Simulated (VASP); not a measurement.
# MgS in VASP: a series of runs, part 2 of 2

VASP 6.6.1. The steps go on from the part before.

**4. Single point, r2SCAN**

POSCAR

```
MgS
1.0
    4.0346224100     -0.0201731120      0.0000000000
   -2.0347816275      3.5041720560      0.0000000000
    0.0000000000      0.0000000000      6.4322941800
Mg S
2 2
Direct
    0.6666666667      0.3333333333      0.4957548500
    0.3333333333      0.6666666667      0.9957548500
    0.3333333333      0.6666666667      0.3792441500
    0.6666666667      0.3333333333      0.8792441500
```

INCAR.step1

```
PREC = Accurate
ENCUT = 660
ISMEAR = 0
SIGMA = 0.02
LREAL = F
LASPH = T
NELM = 120
NBANDS = 16
GGA = PE
ALGO = Normal
EDIFF = 1E-5
LWAVE = T
LCHARG = F
GGA_COMPAT = F
```

INCAR.step2

```
PREC = Accurate
ENCUT = 660
EDIFF = 1E-6
ISMEAR = 0
SIGMA = 0.02
LREAL = F
LASPH = T
NELM = 120
ALGO = Normal
ISIF = 2
LWAVE = F
LCHARG = F
METAGGA = R2SCAN
LMIXTAU = T
NBANDS = 16
ISTART = 1
GGA_COMPAT = F
```

KPOINTS

```
regular mesh
0
Gamma
  6 6 4
```

Started as:

```sh
> cat potpaw_PBE.64/Mg/POTCAR potpaw_PBE.64/S/POTCAR > POTCAR
> cp INCAR.step1 INCAR
> mpirun -np 1 vasp_std > vasp.out
> cp INCAR.step2 INCAR
> mpirun -np 1 vasp_std > vasp.out
```

It took 8.5 min on 1 thread of Intel Xeon 8259CL, shared host; peak memory 0.35 GiB.

The run converged. Its results:

```
Free energy            : -30.9356 eV
Pressure               : -0.2 GPa
Largest force          : 0.085 eV/Å
Band gap on the k mesh : 4.10 eV
```

Forces in eV/Å, atoms in the order of the input:
```
Mg  -0.052 -0.001  0.056
Mg   0.052  0.001  0.056
S    0.063  0.001 -0.056
S   -0.063 -0.001 -0.056
```

Stress tensor (GPa, compression positive):
```
-0.19  0.42  0.00
 0.42 -0.20  0.00
 0.00  0.00 -0.35
```

Levels at points of the mesh, in eV from the valence-band top:
```
           k point  band 4  band 5  band 6  band 7  band 8  band 9  band 10  band 11  band 12  band 13
(0.00, 0.00, 0.00)   -0.61   -0.58   -0.18   -0.15    0.00    4.10     5.34     8.02     8.13     8.85
(0.50, 0.00, 0.00)   -2.45   -1.88   -1.31   -0.94   -0.51    5.20     5.68     6.40     8.00     8.99
(0.00, 0.50, 0.00)   -2.45   -1.90   -1.28   -0.93   -0.49    5.24     5.69     6.43     8.06     8.98
(0.50, 0.50, 0.00)   -2.45   -1.92   -1.24   -0.93   -0.46    5.29     5.70     6.45     8.11     8.96
(0.00, 0.00, 0.50)   -1.90   -0.40   -0.40   -0.37   -0.37    5.57     5.57     8.16     8.16     8.26
(0.50, 0.00, 0.50)   -3.13   -0.95   -0.95   -0.81   -0.81    5.14     5.14     6.89     6.89     9.83
(0.00, 0.50, 0.50)   -3.13   -0.92   -0.92   -0.82   -0.82    5.16     5.16     6.90     6.90     9.88
(0.50, 0.50, 0.50)   -3.14   -0.89   -0.89   -0.82   -0.82    5.18     5.18     6.91     6.91     9.93
```

Caveat: the PAW data sets were made with another functional, which shifts forces and pressure a little.

**5. Single point, r2SCAN**

POSCAR, as its differences from that of step 4:

```diff
@@ -2,4 +2,4 @@
 1.0
-    4.0346224100     -0.0201731120      0.0000000000
-   -2.0347816275      3.5041720560      0.0000000000
+    4.0346224100      0.0201731120      0.0000000000
+   -1.9998407725      3.4839989440      0.0000000000
     0.0000000000      0.0000000000      6.4322941800
```

INCAR.step1

```
PREC = Accurate ; ENCUT = 660
ISMEAR = 0 ; SIGMA = 0.02
LREAL = False ; LASPH = True
NELM = 120 ; NBANDS = 16
GGA = PE ; ALGO = Normal
EDIFF = 1E-5 ; LWAVE = True
LCHARG = False ; GGA_COMPAT = False
```

INCAR.step2

```
PREC = Accurate ; ENCUT = 660
EDIFF = 1E-6 ; ISMEAR = 0
SIGMA = 0.02 ; LREAL = False
LASPH = True ; NELM = 120
ALGO = Normal ; ISIF = 2
LWAVE = False ; LCHARG = False
METAGGA = R2SCAN ; LMIXTAU = True
NBANDS = 16 ; ISTART = 1
GGA_COMPAT = False
```

KPOINTS is that of step 4.

Potentials or basis: VASP PAW PBE potentials, release 64 (Mg, S).

Started as:

```sh
> cat potpaw_PBE.64/Mg/POTCAR potpaw_PBE.64/S/POTCAR > POTCAR
> cp INCAR.step1 INCAR
> mpirun -np 1 vasp_std > vasp.out
> cp INCAR.step2 INCAR
> mpirun -np 1 vasp_std > vasp.out
```

OUTCAR:

```text
PREC = Accurate
   ENCUT = 660
   EDIFF = 1E-6
   ISMEAR = 0
   LREAL = False
   LASPH = True
   NELM = 120
   ISIF = 2
   METAGGA = R2SCAN
   ISTART = 1

 ion  position               nearest neighbor table
   1  0.667  0.333  0.496-   3 2.44   3 2.45   3 2.46   4 2.47
   2  0.333  0.667  0.996-   4 2.44   4 2.45   4 2.46   3 2.47
   3  0.333  0.667  0.379-   1 2.44   1 2.45   1 2.46   2 2.47
   4  0.667  0.333  0.879-   2 2.44   2 2.45   2 2.46   1 2.47

[... 662 lines left out ...]
  Direction    XX          YY          ZZ          XY          YZ          ZX
  --------------------------------------------------------------------------------------
  -------------------------------------------------------------------------------------
  Total       -0.1098994     -0.1119698     -0.1993825     -0.2388046      0.0000000      0.0000000
  in kB       -1.9418446     -1.9784277     -3.5229472     -4.2195085      0.0000000      0.0000000
  external PRESSURE =      -2.4810731 kB  Pullay stress =       0.0000000 kB

 VOLUME and BASIS-vectors are now :
 -----------------------------------------------------------------------------
  energy-cutoff  :      660.00
  volume of cell :       90.68
      direct lattice vectors                 reciprocal lattice vectors
     4.034622410  0.020173112  0.000000000     0.247145352  0.141863233  0.000000000
    -1.999840773  3.483998944  0.000000000    -0.001431025  0.286205074  0.000000000
     0.000000000  0.000000000  6.432294180     0.000000000  0.000000000  0.155465526

 POSITION                                       TOTAL-FORCE (eV/Angst)
 -----------------------------------------------------------------------------------
      2.02313      1.17478      3.18884         0.052494     -0.001137      0.055867
      0.01165      2.32939      6.40499        -0.052494      0.001137      0.055867
      0.01165      2.32939      2.43941        -0.063404      0.000965     -0.055867
      2.02313      1.17478      5.65556         0.063404     -0.000965     -0.055867
 -----------------------------------------------------------------------------------
    total drift:                                0.000000      0.000000     -0.008514

  FREE ENERGIE OF THE ION-ELECTRON SYSTEM (eV)
  ---------------------------------------------------
  free  energy   TOTEN  =       -30.9356185204 eV

  energy  without entropy=      -30.9356185204  energy(sigma->0) =      -30.93561852
```

It took 8.4 min on 1 thread of Intel Xeon 8259CL, shared host; peak memory 0.35 GiB.

Results:

| Property | Result |
| --- | --- |
| Free energy | -30.9356 eV |
| Pressure | -0.2 GPa |
| Largest force | 0.085 eV/Å |
| Band gap on the k mesh | 4.10 eV |

Forces in eV/Å, atoms in the order of the input:
```
Mg   0.052 -0.001  0.056
Mg  -0.052  0.001  0.056
S   -0.063  0.001 -0.056
S    0.063 -0.001 -0.056
```

Stress tensor (GPa, compression positive):
```
-0.19 -0.42  0.00
-0.42 -0.20  0.00
 0.00  0.00 -0.35
```

Caveat: the PAW data sets were made with another functional, which shifts forces and pressure a little.

**6. Single point, r2SCAN**

POSCAR, as its differences from that of step 5:

```diff
@@ -2,4 +2,4 @@
 1.0
-    4.0346224100      0.0201731120      0.0000000000
-   -1.9998407725      3.4839989440      0.0000000000
+    4.0346224100      0.0403462241      0.0000000000
+   -1.9823703450      3.4739123880      0.0000000000
     0.0000000000      0.0000000000      6.4322941800
```

INCAR.step1

```
PREC     = Accurate       # precision mode
ENCUT    = 660            # plane-wave cutoff, eV
ISMEAR   = 0              # smearing method
SIGMA    = 0.02           # smearing width, eV
LREAL    = False          # projectors in reciprocal space
LASPH    = True           # aspherical terms in the spheres
NELM     = 120            # most SCF steps
NBANDS   = 16             # bands
GGA      = PE             # functional
ALGO     = Normal         # electronic algorithm
EDIFF    = 1E-5           # SCF threshold, eV
LWAVE    = True           # write WAVECAR
LCHARG   = False          # write CHGCAR
GGA_COMPAT= False
```

INCAR.step2

```
PREC     = Accurate       # precision mode
ENCUT    = 660            # plane-wave cutoff, eV
EDIFF    = 1E-6           # SCF threshold, eV
ISMEAR   = 0              # smearing method
SIGMA    = 0.02           # smearing width, eV
LREAL    = False          # projectors in reciprocal space
LASPH    = True           # aspherical terms in the spheres
NELM     = 120            # most SCF steps
ALGO     = Normal         # electronic algorithm
ISIF     = 2              # what is computed and relaxed
LWAVE    = False          # write WAVECAR
LCHARG   = False          # write CHGCAR
METAGGA  = R2SCAN         # meta-GGA
LMIXTAU  = True         
NBANDS   = 16             # bands
ISTART   = 1            
GGA_COMPAT= False
```

KPOINTS is that of step 5.

Potentials or basis: VASP PAW PBE potentials, release 64 (Mg, S).

Started as:

```sh
> cat potpaw_PBE.64/Mg/POTCAR potpaw_PBE.64/S/POTCAR > POTCAR
> cp INCAR.step1 INCAR
> mpirun -np 1 vasp_std > vasp.out
> cp INCAR.step2 INCAR
> mpirun -np 1 vasp_std > vasp.out
```

Run time: 8 min. Hardware: 1 thread of Intel Xeon 8259CL, shared host; peak memory 0.35 GiB.

It converged, with:

* Free energy: -30.9320 eV
* Pressure: -0.2 GPa
* Largest force: 0.139 eV/Å
* Band gap on the k mesh: 4.10 eV

Forces on the atoms (eV/Å):
```
Mg   0.105 -0.004  0.058
Mg  -0.105  0.004  0.058
S   -0.127  0.004 -0.058
S    0.127 -0.004 -0.058
```

Stress tensor (GPa, compression positive):
```
-0.17 -0.84  0.00
-0.84 -0.18  0.00
 0.00  0.00 -0.35
```

Levels at points of the mesh, in eV from the valence-band top:
```tsv
k point	band 6	band 7	band 8	band 9	band 10	band 11
(0.00, 0.00, 0.00)	-0.20	-0.14	0.00	4.10	5.34	7.97
(0.50, 0.00, 0.00)	-1.21	-0.93	-0.43	5.33	5.70	6.47
(0.00, 0.50, 0.00)	-1.28	-0.93	-0.49	5.25	5.69	6.43
(0.50, 0.50, 0.00)	-1.34	-0.94	-0.54	5.16	5.67	6.38
(0.00, 0.00, 0.50)	-0.42	-0.36	-0.36	5.56	5.56	8.10
(0.50, 0.00, 0.50)	-0.86	-0.82	-0.82	5.19	5.19	6.92
(0.00, 0.50, 0.50)	-0.92	-0.81	-0.81	5.16	5.16	6.90
(0.50, 0.50, 0.50)	-0.97	-0.81	-0.81	5.13	5.13	6.88
```

Caveat: the PAW data sets were made with another functional, which shifts forces and pressure a little.

**7. The runs side by side**

```tsv
cell	gap on the mesh (eV)	pressure (GPa)	largest force (eV/Å)
a = 4.035, b = 4.035, c = 6.432 Å, angles 90.0, 90.0, 120.0°, 4 atoms	4.10	-0.2	0.06
a = 4.035, b = 4.070, c = 6.432 Å, angles 90.0, 90.0, 120.9°, 4 atoms	4.10	-0.2	0.14
a = 4.035, b = 4.052, c = 6.432 Å, angles 90.0, 90.0, 120.4°, 4 atoms	4.10	-0.2	0.08
a = 4.035, b = 4.017, c = 6.432 Å, angles 90.0, 90.0, 119.6°, 4 atoms	4.10	-0.2	0.08
a = 4.035, b = 4.000, c = 6.432 Å, angles 90.0, 90.0, 119.1°, 4 atoms	4.10	-0.2	0.14
```

Alike in all rows: task single point; level r2SCAN; potentials or basis VASP PAW PBE potentials, release 64 (Mg, S); no spin polarisation; k mesh 6 × 6 × 4; cutoff (eV) 660; smearing gaussian 0.02 eV.

Caveats: the PAW data sets were made with another functional, which shifts forces and pressure a little.

Absolute energies hang on the potentials; compare differences alone.
